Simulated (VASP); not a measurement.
Wanted: the native input for a VASP 6.6.1 run.

```
Task                   : single point
Functional             : PBE
Potentials or basis    : VASP PAW PBE potentials, release 64 (Ru_pv)
Cutoff                 : 500 eV
k mesh                 : 18 × 18 × 18
Occupations            : gaussian, width 0.1 eV
Spin                   : no spin polarisation
Dipole correction      : no
Further INCAR settings : ALGO = Normal; EDIFF = 1e-06; NBANDS = 13
```

The structure of Ru lies in POSCAR:

```
Ru
1.0
    0.0000000000      1.9051299529      1.9051299529
    1.9051299529      0.0000000000      1.9051299529
    1.9051299529      1.9051299529      0.0000000000
Ru
1
Direct
    0.0000000000      0.0000000000      0.0000000000
```

This isn't the form of Ru at room conditions, which is hcp.

The input as run:

INCAR

```
  PREC = Accurate
  ENCUT = 500
  EDIFF = 1E-6
  ISMEAR = 0
  SIGMA = 0.1
  LREAL = F
  LASPH = T
  NELM = 120
  ALGO = Normal
  ISIF = 2
  LWAVE = F
  LCHARG = F
  GGA = PE
  NBANDS = 13
  GGA_COMPAT = F
```

KPOINTS

```
regular mesh
0
Gamma
  18 18 18
```

Potentials or basis: VASP PAW PBE potentials, release 64 (Ru_pv).

Run with:

```console
$ cat potpaw_PBE.64/Ru_pv/POTCAR > POTCAR
$ mpirun -np 1 vasp_std > vasp.out
```

It gave:

| Property | Result |
| --- | --- |
| Pressure | -0.1 GPa |
| Band gap on the k mesh | zero (bands 7 and 8 overlap by 3.34 eV) |

It took 17 s on 1 thread of Intel(R) Xeon(R) Platinum 8488C (Sapphire Rapids), with other jobs on the host, peak memory 0.14 GiB.
